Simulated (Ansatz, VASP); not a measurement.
Re in VASP and in Ansatz

The input INCAR:

```
PREC = Accurate
ENCUT = 560
EDIFF = 1E-6
ISMEAR = -1
SIGMA = 0.1
LREAL = False
LASPH = True
NELM = 120
ALGO = Normal
ISIF = 2
LWAVE = False
LCHARG = True
GGA = RP
LELF = True
LVHAR = True
NBANDS = 14
GGA_COMPAT = False
```

KPOINTS

```
Automatic mesh
0
Gamma
  14 14 14
```

File POSCAR:

```
Re
1.0
    2.5562210020      0.0000000000      0.0000000000
    0.0000000000      2.5562210020      0.0000000000
    0.0000000000      0.0000000000      2.5562210020
Re
1
Direct
    0.0000000000      0.0000000000      0.0000000000
```

Input for Ansatz:

```yaml
crystal:
  lattice:
    - [2.556221002, 0.0, 0.0]
    - [0.0, 2.556221002, 0.0]
    - [0.0, 0.0, 2.556221002]
  atoms:
    - { symbol: Re, position: [0.0, 0.0, 0.0] }
hamiltonian:
  xc: rpbe
  pseudopotentials:
    kind: paw
    azcp:
      Re: "pseudopotentials/Re.paw.azcp"
basis:
  ecutwfc: 420
  fft_grid_basis: typed
kpoints:
  mp_grid: { grid: [14, 14, 14], shift: [0, 0, 0] }
magnetization:
  spin_polarized: false
scf:
  occupations: { method: fermi_dirac, width: 0.1 }
  lower_state_search: "off"
output:
  stress: true
```

Alike in both runs: task single point; functional RPBE; k mesh 14 × 14 × 14; occupations fermi-dirac, width 0.1 eV; no spin polarisation.

```csv
,VASP,Ansatz
version,VASP 6.6.1,Ansatz 0.2.0
potentials or method,"VASP PAW PBE potentials, release 64 (Re_sv_GW), cutoff 560 eV","plane waves (420 eV) with PAW, scalar-relativistic"
valence electrons in the cell,15,15
```

VASP gave:

- pressure (GPa): 8.9

**Question.** Estimate Ansatz's values.

**Answer.** Pressure (GPa): 10.5.

VASP's potentials were made for PBE, not for RPBE. With one functional, cell and mesh, what is left measures potentials, basis and numerics.

Neither program's run includes spin-orbit coupling.
